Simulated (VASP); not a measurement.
# ZnSe in VASP: notebook, part 2 of 2

VASP 6.6.1.

### Step 3. Relaxation of the atoms, PBE

INCAR

```
  PREC = Accurate
  ENCUT = 520
  EDIFF = 1E-6
  ISMEAR = 0
  SIGMA = 0.05
  LREAL = Auto
  LASPH = T
  NELM = 100
  ALGO = Normal
  ISIF = 2
  LWAVE = F
  LCHARG = F
  LDIPOL = T
  IDIPOL = 3
  DIPOL = 0.5 0.5 0.500
  GGA = PE
  IBRION = 2
  NSW = 90
  EDIFFG = -0.03
  LUSENCCL = F
```

KPOINTS

```
Automatic mesh
0
Gamma
  2 2 1
```

POSCAR

```
ZnSe
1.0
    8.1060462700      0.0000000000      0.0000000000
   -4.0530231350      7.0200419941      0.0000000000
    0.0000000000      0.0000000000     20.1365994152
Se Zn
8 8
Selective dynamics
Direct
    0.5000000000      0.0000000000      0.3972865445  F F F
    0.5000000000      0.5000000000      0.3972865445  F F F
    0.0000000000      0.0000000000      0.3972865445  F F F
    0.0000000000      0.5000000000      0.3972865445  F F F
    0.6666666667      0.8333333333      0.5616280733  T T T
    0.6666666667      0.3333333333      0.5616280733  T T T
    0.1666666667      0.8333333333      0.5616280733  T T T
    0.1666666667      0.3333333333      0.5616280733  T T T
    0.1666666667      0.8333333333      0.4383719267  F F F
    0.1666666667      0.3333333333      0.4383719267  F F F
    0.6666666667      0.8333333333      0.4383719267  F F F
    0.6666666667      0.3333333333      0.4383719267  F F F
    0.3333333333      0.6666666667      0.6027134555  T T T
    0.3333333333      0.1666666667      0.6027134555  T T T
    0.8333333333      0.6666666667      0.6027134555  T T T
    0.8333333333      0.1666666667      0.6027134555  T T T
```

Potentials or basis: VASP PAW PBE potentials, release 64 (Se, Zn).

Command:

```sh
$ cat potpaw_PBE.64/Se/POTCAR potpaw_PBE.64/Zn/POTCAR > POTCAR
$ mpirun -np 1 vasp_std > vasp.out
```

OUTCAR:

```text
PREC = Accurate
   ENCUT = 520
   EDIFF = 1E-6
   ISMEAR = 0
   LREAL = Auto
   LASPH = T
   NELM = 100
   ISIF = 2
   GGA = PE
   IBRION = 2
   NSW = 90
   EDIFFG = -0.03

 ion  position               nearest neighbor table
   1  0.500  0.000  0.397-   9 2.48  12 2.48  11 2.48
   2  0.500  0.500  0.397-  10 2.48  11 2.48  12 2.48
   3  0.000  0.000  0.397-  11 2.48  10 2.48   9 2.48
   4  0.000  0.500  0.397-  12 2.48   9 2.48  10 2.48
   5  0.667  0.833  0.562-  15 2.48  11 2.48  13 2.48  16 2.48
   6  0.667  0.333  0.562-  16 2.48  12 2.48  14 2.48  15 2.48
   7  0.167  0.833  0.562-  13 2.48   9 2.48  15 2.48  14 2.48
   8  0.167  0.333  0.562-  14 2.48  10 2.48  16 2.48  13 2.48
   9  0.167  0.833  0.438-   1 2.48   4 2.48   7 2.48   3 2.48
  10  0.167  0.333  0.438-   2 2.48   3 2.48   8 2.48   4 2.48
  11  0.667  0.833  0.438-   3 2.48   2 2.48   5 2.48   1 2.48
  12  0.667  0.333  0.438-   4 2.48   1 2.48   6 2.48   2 2.48
  13  0.333  0.667  0.603-   7 2.48   5 2.48   8 2.48
  14  0.333  0.167  0.603-   8 2.48   6 2.48   7 2.48
  15  0.833  0.667  0.603-   5 2.48   7 2.48   6 2.48
  16  0.833  0.167  0.603-   6 2.48   8 2.48   5 2.48
[... 7 lines left out ...]
 A1 = (   8.1060462700,   0.0000000000,   0.0000000000)
 A2 = (  -4.0530231350,   7.0200419941,   0.0000000000)
 A3 = (   0.0000000000,   0.0000000000,  20.1365994152)

Analysis of symmetry for initial positions (statically):
=====================================================================
 Subroutine PRICEL returns following result:
[... 405 lines left out ...]

 Free energy of the ion-electron system (eV)
  ---------------------------------------------------
  ext. energy  EPLUGINS =         0.00000000
  ---------------------------------------------------
  free energy    TOTEN  =       -43.82837605 eV

  energy without entropy =      -43.80943880  energy(sigma->0) =      -43.81890743

 E-fermi :  -2.5066     XC(G=0):  -3.6193

 val. band max:       -2.5127612703   @ k =   0.0000   0.0000   0.0000
 cond. band min:      -1.0989971307   @ k =   0.0000   0.0000   0.0000
 fundamental gap:      1.4137641396
 Fermi energy:        -2.5066472644

 k-point     1 :       0.0000    0.0000    0.0000
  band No.  band energies     occupation
      1     -17.0456      2.00000
      2     -16.4560      2.00000
      3     -16.4560      2.00000
      4     -16.4560      2.00000
      5     -14.6466      2.00000
      6     -14.1159      2.00000
[... 76 lines left out ...]
     83       0.5477      0.00000
     84       0.5477      0.00000

 k-point     2 :       0.5000    0.0000    0.0000
  band No.  band energies     occupation
      1     -16.7701      2.00000
      2     -16.7701      2.00000
      3     -16.4604      2.00000
      4     -16.4604      2.00000
      5     -14.3967      2.00000
      6     -14.3967      2.00000
[... 76 lines left out ...]
     83       1.2621      0.00000
     84       1.2621      0.00000
 [bands above 84 left out]

------------------------ aborting loop because EDIFF is reached ----------------------------------------

 vacuum level on the upper side and lower side of the slab       (xc-potential included)        -1.346         1.336

  FORCE on cell =-STRESS in cart. coord.  units (eV):
  Direction    XX          YY          ZZ          XY          YZ          ZX
  --------------------------------------------------------------------------------------
  -------------------------------------------------------------------------------------
  Total        2.5648955      2.5648955     -2.4601112      0.0000000     -0.0000000     -0.0000000
  in kB        3.5862894      3.5862894     -3.4397778      0.0000000     -0.0000000     -0.0000000
  external PRESSURE =       1.2442670 kB  Pullay stress =       0.0000000 kB
[... 31 lines left out ...]
  FREE ENERGIE OF THE ION-ELECTRON SYSTEM (eV)
  ---------------------------------------------------
  free  energy   TOTEN  =       -43.8283760508 eV

  energy  without entropy=      -43.8094388024  energy(sigma->0) =      -43.81890743

 reached required accuracy - stopping structural energy minimisation

 vacuum level on the upper side and lower side of the slab         0.864         3.619
```

CONTCAR:

```text
ZnSe
    1.000000000000000
     8.1060462700000002    0.0000000000000000    0.0000000000000000
    -4.0530231350000001    7.0200419940999996    0.0000000000000000
     0.0000000000000000    0.0000000000000000   20.1365994151999992
  Se              Zn
     8     8
Selective dynamics
Direct
[... 13 lines left out ...]
     0.3333333332999970    0.1666666667000030    0.5925176615515823   T   T   T
     0.8333333332999970    0.6666666667000030    0.5925176615515823   T   T   T
     0.8333333332999970    0.1666666667000030    0.5925176615515823   T   T   T

  0.00000000E+00  0.00000000E+00  0.00000000E+00
  0.00000000E+00  0.00000000E+00  0.00000000E+00
  0.00000000E+00  0.00000000E+00  0.00000000E+00
  0.00000000E+00  0.00000000E+00  0.00000000E+00
  0.00000000E+00  0.00000000E+00  0.00000000E+00
  0.00000000E+00  0.00000000E+00  0.00000000E+00
[... 8 lines left out ...]
  0.00000000E+00  0.00000000E+00  0.00000000E+00
  0.00000000E+00  0.00000000E+00  0.00000000E+00
```

Wall time 6.6 min (1 × NVIDIA H100 80GB with 1 thread of AMD EPYC 7R13 (Zen 3), shared host); peak memory 1.8 GiB.

What came out:

* Free energy: -43.8284 eV
* Energy gained by relaxing: 66.8 meV/atom
* Ionic steps: 5
* Band gap on the k mesh: 0.01 eV

The path:
```tsv
step	energy change (eV)	largest force on free atoms (eV/Å)	pressure (GPa)
1	0.0000	1.4756	-0.33
2	-0.4678	0.9751	-0.26
3	-1.0453	0.1337	0.06
4	-1.0639	0.0534	0.10
5	-1.0690	0.0239	0.12
```

Final structure:
```cif
data_structure
_symmetry_space_group_name_H-M 'P 1'
_symmetry_Int_Tables_number 1
_cell_length_a 8.1060
_cell_length_b 8.1060
_cell_length_c 20.1366
_cell_angle_alpha 90.000
_cell_angle_beta 90.000
_cell_angle_gamma 120.000
_cell_volume 1145.87
loop_
_atom_site_label
_atom_site_type_symbol
_atom_site_fract_x
_atom_site_fract_y
_atom_site_fract_z
_atom_site_occupancy
Se1 Se 0.50000 0.00000 0.39729 1
Se2 Se 0.50000 0.50000 0.39729 1
Se3 Se 0.00000 0.00000 0.39729 1
Se4 Se 0.00000 0.50000 0.39729 1
Se5 Se 0.66667 0.83333 0.57899 1
Se6 Se 0.66667 0.33333 0.57899 1
Se7 Se 0.16667 0.83333 0.57899 1
Se8 Se 0.16667 0.33333 0.57899 1
Zn1 Zn 0.16667 0.83333 0.43837 1
Zn2 Zn 0.16667 0.33333 0.43837 1
Zn3 Zn 0.66667 0.83333 0.43837 1
Zn4 Zn 0.66667 0.33333 0.43837 1
Zn5 Zn 0.33333 0.66667 0.59252 1
Zn6 Zn 0.33333 0.16667 0.59252 1
Zn7 Zn 0.83333 0.66667 0.59252 1
Zn8 Zn 0.83333 0.16667 0.59252 1
```

Caveat: the k points lie up to 0.45 Å⁻¹ apart; the smearing spreads over this small gap; semilocal functionals underestimate gaps, and a narrow one can read as zero.

The gap in the log of VASP goes by the Fermi energy; the results here count the filled bands.